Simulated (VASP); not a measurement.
# FePt (P4/mmm) in VASP: a series of runs

The runs below take FePt through single point, relaxation of cell and atoms, with BLYP+D4.

Program: VASP 6.6.1. These are calculated values, not measurements. Logs are shortened: lines on timing, memory, paths and dates and some standing lists are left out, and cuts for length are marked.

## (1) The cell of the first run

The structure is tetragonal, space group P4/mmm (No. 123). The conventional cell has a = 2.734 Å, b = 2.734 Å, c = 3.735 Å, α = 90.00°, β = 90.00°, γ = 90.00°. Pt (site symmetry 4/mmm) has 8 Fe at 2.69 Å and 4 Pt at 2.73 Å within 3.5 Å. Within 3.5 Å of Fe (site symmetry 4/mmm) lie 8 Pt at 2.69 Å and 4 Fe at 2.73 Å.

## (2) Single point, BLYP+D4, collinear spin, ferromagnetic start

Contents of INCAR:

```
SYSTEM = FePt
PREC = Accurate
ENCUT = 520
EDIFF = 1E-7
ISMEAR = -1
SIGMA = 0.05
LREAL = .FALSE.
LASPH = .TRUE.
NELM = 150
ALGO = Normal
ISIF = 2
LWAVE = .FALSE.
LCHARG = .FALSE.
ISPIN = 2
MAGMOM = 0 3
LORBIT = 11
LMAXMIX = 4
GGA = B5
ALDAX = 1.0
AGGAX = 1.0
AGGAC = 1.0
ALDAC = 0.0
IVDW = 13
VDW_S6 = 1.0
VDW_S8 = 2.34076671
VDW_A1 = 0.44488865
VDW_A2 = 4.0933009
NBANDS = 20
```

Contents of KPOINTS:

```
regular mesh
0
G
  10 10 7
  0 0 0
```

Contents of POSCAR:

```
FePt
1.0
    2.7339712919      0.0000000000      0.0000000000
    0.0000000000      2.7339712919      0.0000000000
    0.0000000000      0.0000000000      3.7349435108
Pt Fe
1 1
Direct
    0.5000000000      0.5000000000      0.5000000000
    0.0000000000      0.0000000000      0.0000000000
```

Potentials or basis: VASP PAW PBE potentials, release 64 (Pt, Fe).

Launch:

```console
cat potpaw_PBE.64/Pt/POTCAR potpaw_PBE.64/Fe/POTCAR > POTCAR
mpirun -np 1 vasp_std > vasp.out
```

OUTCAR:

```text
SYSTEM = FePt
   PREC = Accurate
   ENCUT = 520
   EDIFF = 1E-7
   ISMEAR = -1
   LREAL = .FALSE.
   LASPH = .TRUE.
   NELM = 150
   ISIF = 2
   ISPIN = 2
   LORBIT = 11
   GGA = B5
   IVDW = 13

 ion  position               nearest neighbor table
   1  0.500  0.500  0.500-   2 2.69   2 2.69   2 2.69   2 2.69   2 2.69   2 2.69   2 2.69   2 2.69

   2  0.000  0.000  0.000-   1 2.69   1 2.69   1 2.69   1 2.69   1 2.69   1 2.69   1 2.69   1 2.69

  LATTYP: Found a simple tetragonal cell.
 ALAT       =     2.7339712919
 C/A-ratio  =     1.3661238953

  Lattice vectors:

 A1 = (   2.7339712919,   0.0000000000,   0.0000000000)
 A2 = (   0.0000000000,   2.7339712919,   0.0000000000)
 A3 = (   0.0000000000,   0.0000000000,   3.7349435108)

Analysis of symmetry for initial positions (statically):
=====================================================================
 Subroutine PRICEL returns:
 Original cell was already a primitive cell.

 Routine SETGRP: Setting up the symmetry group for a
 simple tetragonal supercell.

 Subroutine GETGRP returns: Found 16 space group operations
 (whereof 16 operations were pure point group operations)
 out of a pool of 16 trial point group operations.

The static configuration has the point symmetry D_4h.

Analysis of symmetry for dynamics (positions and initial velocities):
=====================================================================
 Subroutine PRICEL returns:
 Original cell was already a primitive cell.

 Routine SETGRP: Setting up the symmetry group for a
 simple tetragonal supercell.

 Subroutine GETGRP returns: Found 16 space group operations
 (whereof 16 operations were pure point group operations)
 out of a pool of 16 trial point group operations.

The dynamic configuration has the point symmetry D_4h.

Analysis of structural, dynamic, and magnetic symmetry:
=====================================================================
 Subroutine PRICEL returns:
 Original cell was already a primitive cell.

 Routine SETGRP: Setting up the symmetry group for a
 simple tetragonal supercell.

 Subroutine GETGRP returns: Found 16 space group operations
 (whereof 16 operations were pure point group operations)
 out of a pool of 16 trial point group operations.

The overall configuration has the point symmetry D_4h.

 Subroutine INISYM returns: Found 16 space group operations
 (whereof 16 operations are pure point group operations),
 and found     1 'primitive' translations

----------------------------------------------------------------------------------------

                                     Primitive cell

  volume of cell :      27.9172

  direct lattice vectors                    reciprocal lattice vectors
     2.733971292  0.000000000  0.000000000     0.365768288  0.000000000  0.000000000
     0.000000000  2.733971292  0.000000000     0.000000000  0.365768288  0.000000000
     0.000000000  0.000000000  3.734943511     0.000000000  0.000000000  0.267741667

  length of vectors
     2.733971292  2.733971292  3.734943511     0.365768288  0.365768288  0.267741667

  position of ions in fractional coordinates (direct lattice)
     0.500000000  0.500000000  0.500000000
     0.000000000  0.000000000  0.000000000

  ion indices of the primitive-cell ions
   primitive index   ion index
                 1           1
                 2           2

----------------------------------------------------------------------------------------

 KPOINTS: regular mesh

Automatic generation of k-mesh.
 Grid dimensions read from file:
 generate k-points for:   10   10    7

 Generating k-lattice:

  Cartesian coordinates                     Fractional coordinates (reciprocal lattice)
     0.036576829  0.000000000  0.000000000     0.100000000  0.000000000  0.000000000
     0.000000000  0.036576829  0.000000000     0.000000000  0.100000000  0.000000000
     0.000000000  0.000000000  0.038248810     0.000000000  0.000000000  0.142857143

  Length of vectors
     0.036576829  0.036576829  0.038248810

  Shift w.r.t. Gamma in fractional coordinates (k-lattice)
     0.000000000  0.000000000  0.000000000

 Subroutine IBZKPT returns following result:
 ===========================================

 Found     84 irreducible k-points:

 Following reciprocal coordinates:
            Coordinates               Weight
  0.000000  0.000000  0.000000      1.000000
  0.100000  0.000000  0.000000      4.000000
  0.200000  0.000000  0.000000      4.000000
  0.300000  0.000000  0.000000      4.000000
  0.400000  0.000000  0.000000      4.000000
  0.500000  0.000000  0.000000      2.000000
[... 16 lines left out ...]
  0.100000  0.000000  0.142857      8.000000
  0.200000  0.000000  0.142857      8.000000
 [... further k-points ...]
   k-points           NKPTS =     84   k-points in BZ     NKDIM =     84   number of bands    NBANDS=     20
   number of dos      NEDOS =    301   number of ions     NIONS =      2
   total plane-waves  NPLWV =  11200
   dimension x,y,z NGX =    20 NGY =   20 NGZ =   28
   dimension x,y,z NGXF=    40 NGYF=   40 NGZF=   56
   ions per type =               1   1
   NGX,Y,Z   is equivalent  to a cutoff of  12.16, 12.16, 12.46 a.u.
   NGXF,Y,Z  is equivalent  to a cutoff of  24.32, 24.32, 24.93 a.u.
 SYSTEM =  FePt
   PREC   = accura    normal or accurate (medium, high low for compatibility)
   ISTART =      0    job   : 0-new  1-cont  2-samecut
   ICHARG =      2    charge: 1-file 2-atom 10-const
   ISPIN  =      2    spin polarized calculation?
   LNONCOLLINEAR =      F non collinear calculations
   LSORBIT =      F    spin-orbit coupling
   LASPH  =      T    aspherical Exc in radial PAW
   ENCUT  =  520.0 eV  38.22 Ry    6.18 a.u.   5.08  5.08  6.94*2*pi/ulx,y,z
   NELM   =    150;   NELMIN=  2; NELMDL= -5     # of ELM steps
   EDIFF  = 0.1E-06   stopping-criterion for ELM
   LREAL  =      F    real-space projection
   EDIFFG = 0.1E-05   stopping-criterion for IOM
   NSW    =      0    number of steps for IOM
   IBRION =     -1    ionic relax: 0-MD 1-quasi-New 2-CG
   NFREE  =      0    steps in history (QN), initial steepest desc. (CG)
   ISIF   =      2    stress and relaxation
   ISYM   =      2    0-nonsym 1-usesym 2-fastsym
   POTIM  = 0.5000    time-step for ionic-motion
   TEBEG  =    0.0;   TEEND  =   0.0 temperature during run
   PSTRESS=    0.0 pullay stress
   NELECT =      18.0000    total number of electrons
   NUPDOWN=      -1.0000    fix difference up-down
   EMIN   =  10.00;   EMAX   =-10.00  energy-range for DOS
   EFERMI =   0.00;   METHOD = LEGACY
   ISMEAR =    -1;   SIGMA  =   0.05  broadening in eV -4-tet -1-fermi 0-gaus
   EFERMI_NEDOS =   21; number of points for ismear=-14 and -15
   IALGO  =     38    algorithm
   IMIX   =      4    mixing-type and parameters
     AMIX     =   0.40;   BMIX     =  1.00
     AMIX_MAG =   1.60;   BMIX_MAG =  1.00
  volume/ion in A,a.u.               =      13.96        94.20
  Fermi-wavevector in a.u.,A,eV,Ry     =   1.414300  2.672640 27.214997  2.000246
  Thomas-Fermi vector in A             =   2.535857
   LORBIT       =     11    0 simple, 1 ext, 2 COOP (PROOUT), +10 PAW based schemes
   GGA     = B5    functional components
   LHFCALC =     F    Hartree Fock is set to
   AEXX    =    0.0000 exact exchange contribution
   IVDW    =    13    specifies the selected vdW correction
   LEPSILON=     F    determine dielectric tensor
   LRPA    =     F    only Hartree local field effects (RPA)
 spin polarized calculation
  energy-cutoff  :      520.00
  volume of cell :       27.92
 maximum number of plane-waves:       776
   NGX = 11   NGY = 11   NGZ = 13

 number of electron      17.9999993 magnetization       3.2266575

 Free energy of the ion-electron system (eV)
  ---------------------------------------------------
  ext. energy  EPLUGINS =         0.00000000
  ---------------------------------------------------
  free energy    TOTEN  =       -12.59486280 eV

  energy without entropy =      -12.58387753  energy(sigma->0) =      -12.58937017

 E-fermi :   9.0789     XC(G=0): -12.3403

 val. band max:        9.0681758233   @ k =   0.5000   0.2000   0.1429
 cond. band min:       9.0898793784   @ k =   0.4000   0.4000   0.2857
 fundamental gap:      0.0217035551
 Fermi energy:         9.0788993348

 spin component 1

 k-point     1 :       0.0000    0.0000    0.0000
  band No.  band energies     occupation
      1      -0.2589      1.00000
      2       2.8813      1.00000
      3       3.0056      1.00000
      4       5.6921      1.00000
      5       5.6921      1.00000
      6       6.2346      1.00000
[... 12 lines left out ...]
     19      30.6706      0.00000
     20      30.6706      0.00000
[... 507 lines left out ...]
 k-point    24 :       0.2000    0.0000    0.1429
  band No.  band energies     occupation
      1       0.9259      1.00000
      2       3.3724      1.00000
      3       3.8636      1.00000
      4       5.3218      1.00000
      5       5.9479      1.00000
      6       6.3545      1.00000
[... 12 lines left out ...]
     19      32.1096      0.00000
     20      32.3221      0.00000

 [... further k-points ...]

 spin component 2

 k-point     1 :       0.0000    0.0000    0.0000
  band No.  band energies     occupation
      1      -0.1389      1.00000
      2       3.3739      1.00000
      3       3.4267      1.00000
      4       6.6913      1.00000
      5       6.6913      1.00000
      6       8.2352      1.00000
[... 12 lines left out ...]
     19      30.7803      0.00000
     20      30.7803      0.00000
[... 507 lines left out ...]
 k-point    24 :       0.2000    0.0000    0.1429
  band No.  band energies     occupation
      1       1.0557      1.00000
      2       3.7944      1.00000
      3       4.3600      1.00000
      4       5.8346      1.00000
      5       6.9377      1.00000
      6       7.6717      1.00000
[... 12 lines left out ...]
     19      32.3304      0.00000
     20      32.5920      0.00000

 [... further k-points ...]

------------------------ aborting loop because EDIFF is reached ----------------------------------------

  DFT-D4 for vdW energy calculation

  Edisp (eV):   -2.02054

  FORCE on cell =-STRESS in cart. coord.  units (eV):
  Direction    XX          YY          ZZ          XY          YZ          ZX
  --------------------------------------------------------------------------------------
  -------------------------------------------------------------------------------------
  Total       0.12211     0.12211     0.11912     0.00000     0.00000    -0.00000
  in kB       7.00782     7.00782     6.83617     0.00000     0.00000    -0.00000
  external pressure =        6.95 kB  Pullay stress =        0.00 kB

 VOLUME and BASIS-vectors are now :
 -----------------------------------------------------------------------------
  energy-cutoff  :      520.00
  volume of cell :       27.92
      direct lattice vectors                 reciprocal lattice vectors
     2.733971292  0.000000000  0.000000000     0.365768288  0.000000000  0.000000000
     0.000000000  2.733971292  0.000000000     0.000000000  0.365768288  0.000000000
     0.000000000  0.000000000  3.734943511     0.000000000  0.000000000  0.267741667

 POSITION                                       TOTAL-FORCE (eV/Angst)
 -----------------------------------------------------------------------------------
      1.36699      1.36699      1.86747         0.000000      0.000000      0.000000
      0.00000      0.00000      0.00000         0.000000      0.000000      0.000000
 -----------------------------------------------------------------------------------
    total drift:                               -0.000000      0.000000      0.000000

  FREE ENERGIE OF THE ION-ELECTRON SYSTEM (eV)
  ---------------------------------------------------
  free  energy   TOTEN  =       -14.6154011138 eV

  energy  without entropy=      -14.6044158398  energy(sigma->0) =      -14.60990848

 total charge

# of ion       s       p       d       tot
------------------------------------------
    1        0.718   0.625   8.106   9.448
    2        0.404   0.427   6.186   7.017
--------------------------------------------------
tot          1.122   1.052  14.291  16.465

 magnetization (x)

# of ion       s       p       d       tot
------------------------------------------
    1       -0.025  -0.062   0.426   0.339
    2        0.002  -0.008   2.870   2.864
--------------------------------------------------
tot         -0.023  -0.070   3.296   3.203
```

It took 44 s on 1 thread of Intel Xeon 6975P-C (Granite Rapids), shared host; peak memory 0.19 GiB.

What came out:

* Free energy: -14.6154 eV
* Pressure: 0.7 GPa
* Net moment: 3.23 μB per cell
* Site moments: Pt +0.34; Fe +2.86 μB
* Valence electrons inside the program's atomic spheres: Pt 9.45; Fe 7.02
* Dispersion energy per atom: -1.010 eV

Levels at points of the mesh, in eV from the Fermi level:
Spin up:
```tsv
k point	band 9	band 10	band 11	band 12	band 13	band 14
(0.00, 0.00, 0.00)	-0.54	-0.39	-0.39	2.47	9.73	11.71
(0.50, 0.00, 0.00)	-2.07	-1.64	0.23	2.02	10.57	10.62
(0.50, 0.50, 0.00)	-0.45	0.52	1.82	1.82	7.54	9.98
```
Spin down:
```
           k point  band 4  band 5  band 6  band 7  band 8  band 9  band 10  band 11  band 12  band 13
(0.00, 0.00, 0.00)   -2.39   -2.39   -0.84   -0.81    0.51    1.58     1.58     1.60     2.63    10.52
(0.50, 0.00, 0.00)   -3.30   -2.46   -1.40   -1.19   -0.89    0.47     0.61     2.33     2.48    11.29
(0.50, 0.50, 0.00)   -4.66    0.88    1.18    1.54    1.61    1.66     1.66     1.95     1.95     8.31
```

Caveat: the PAW data sets were made with another functional, which shifts forces and pressure a little; spin-orbit coupling is left out, which moves the levels of the heavy elements.

(Part 1 of 2 ends here.)
